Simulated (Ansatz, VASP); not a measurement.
# BeS: VASP beside Ansatz

```
Be S
1.0
     5.94709    0.00000    0.00000
     0.00000    5.94709    0.00000
     0.00000    0.00000    3.29266
Be S
4 4
Cartesian
  3.9867 3.9867 1.6463
  1.0132 4.9339 0.8232
  1.9604 1.9604 0.0000
  4.9339 1.0132 2.4695
  4.9231 4.9231 0.0000
  1.9496 3.9975 2.4695
  1.0240 1.0240 1.6463
  3.9975 1.9496 0.8232
```

Alike in both runs: functional PBE; k mesh 6 × 6 × 8; occupations gaussian, width 0.02 eV; no spin polarisation.

Ansatz relaxed the structure, and its values are those at the end. VASP's run is a single point on that final structure, the one shown.

|  | VASP | Ansatz |
| --- | --- | --- |
| version | VASP 6.6.1 | Ansatz 0.2.0 |
| potentials or method | VASP PAW PBE potentials, release 64 (Be, S), cutoff 520 eV | scalar-relativistic, plane waves, PAW |
| valence electrons in the cell | 32 | 32 |

VASP gave:

* gap on the k mesh at the Fermi level (eV): 2.46
* least direct gap on the mesh (eV): 3.32
* pressure (GPa): 0.0
* rms of the force components (eV/Å): 0.003

**Question.** Which values does Ansatz return?

**Answer.** gap on the k mesh at the Fermi level (eV): 2.46; least direct gap on the mesh (eV): 3.31; pressure (GPa): 0.0; rms of the force components (eV/Å): 0.005.
